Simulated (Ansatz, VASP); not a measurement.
# Two plane-wave programs on BaTiO3

Contents of POSCAR:

```
BaTiO3
1.0
    4.0333659600      0.0000000000      0.0000000000
    0.0000000000      8.0667319100      0.0000000000
    0.0000000000      0.0000000000      4.0333659600
Ba Ti O
2 2 6
Direct
    0.5000000000      0.2500000000      0.5000000000
    0.5000000000      0.7500000000      0.5000000000
    0.0000000000      0.0000000000      0.0000000000
    0.0000000000      0.5000000000      0.0000000000
    0.5000000000      0.0000000000      0.0000000000
    0.5000000000      0.5000000000      0.0000000000
    0.0000000000      0.2500000000      0.0000000000
    0.0000000000      0.7500000000      0.0000000000
    0.0000000000      0.0000000000      0.5000000000
    0.0000000000      0.5000000000      0.5000000000
```

File INCAR.step1:

```
SYSTEM = BaTiO3
PREC = Accurate
ENCUT = 520
ISMEAR = -1
SIGMA = 0.1
LREAL = .FALSE.
LASPH = .TRUE.
NELM = 100
NBANDS = 51
GGA = PE
ALGO = Normal
EDIFF = 1E-4
LWAVE = .TRUE.
LCHARG = .FALSE.
```

Contents of INCAR.step2:

```
SYSTEM = BaTiO3
PREC = Accurate
ENCUT = 520
EDIFF = 1E-6
ISMEAR = -1
SIGMA = 0.1
LREAL = .FALSE.
LASPH = .TRUE.
NELM = 100
ALGO = Normal
ISIF = 2
LWAVE = .FALSE.
LCHARG = .TRUE.
METAGGA = R2SCAN
LMIXTAU = .TRUE.
LELF = .TRUE.
LVHAR = .TRUE.
NBANDS = 51
ISTART = 1
```

File KPOINTS:

```
regular mesh
0
G
  6 3 6
  0 0 0
```

Input for Ansatz:

```yaml
crystal:
  lattice:
    - [4.03336596, 0.0, 0.0]
    - [0.0, 8.06673191, 0.0]
    - [0.0, 0.0, 4.03336596]
  atoms:
    - { symbol: Ba, position: [0.5, 0.25, 0.5] }
    - { symbol: Ba, position: [0.5, 0.75, 0.5] }
    - { symbol: Ti, position: [0.0, 0.0, 0.0] }
    - { symbol: Ti, position: [0.0, 0.5, 0.0] }
    - { symbol: O, position: [0.5, 0.0, 0.0] }
    - { symbol: O, position: [0.5, 0.5, 0.0] }
    - { symbol: O, position: [0.0, 0.25, 0.0] }
    - { symbol: O, position: [0.0, 0.75, 0.0] }
    - { symbol: O, position: [0.0, 0.0, 0.5] }
    - { symbol: O, position: [0.0, 0.5, 0.5] }
  symmetry: { tolerance: 0.0003 }
kpoints:
  mp_grid: { grid: [6, 3, 6], shift: [0, 0, 0] }
  band_path:
    path:
      - [0.0, 0.0, 0.0]
      - [0.0, 1.0, 0.0]
      - [0.5, 1.0, 0.0]
      - [0.0, 0.0, 0.0]
      - [0.5, 1.0, 0.5]
      - [0.0, 1.0, 0.0]
      - [0.5, 1.0, 0.5]
      - [0.5, 1.0, 0.0]
    npoints: 8
magnetization:
  spin_polarized: false
scf:
  occupations: { method: fermi_dirac }
  lower_state_search: "off"
  max_iter: 200
hamiltonian:
  pseudopotentials: { kind: paw }
  xc: r2scan
basis:
  ecutwfc: 500
  fft_grid_basis: typed
output:
  forces: true
  stress: true
  eigenvalues: true
  bader: true
  populations: true
  elf: true
  write_potential: true
  volumetric_format: npy
  dos:
    e_range: [-12, 8]
    de: 0.05
    projected: { site_lists: { Ba: [Ba], O: [O], Ti: [Ti] } }
checkpoint:
  read: saved_state
```

Alike in both runs: task single point; functional r2SCAN; k mesh 6 × 3 × 6; no spin polarisation.

|  | VASP | Ansatz |
| --- | --- | --- |
| version | VASP 6.6.1 | Ansatz 0.2.0 |
| potentials or method | VASP PAW PBE potentials, release 64 (Ba_sv, Ti_sv, O), cutoff 520 eV | PAW plane waves |
| occupations | fermi-dirac, width 0.1 eV | fermi-dirac |
| valence electrons in the cell | 80 | 80 |

Ansatz gave:

- pressure (GPa): -5.0

**Question.** What did VASP give for the same quantities?

**Answer.** Pressure (GPa): -3.2.

VASP's potentials were made for PBE, not for r2SCAN.

Spin-orbit coupling is off throughout.
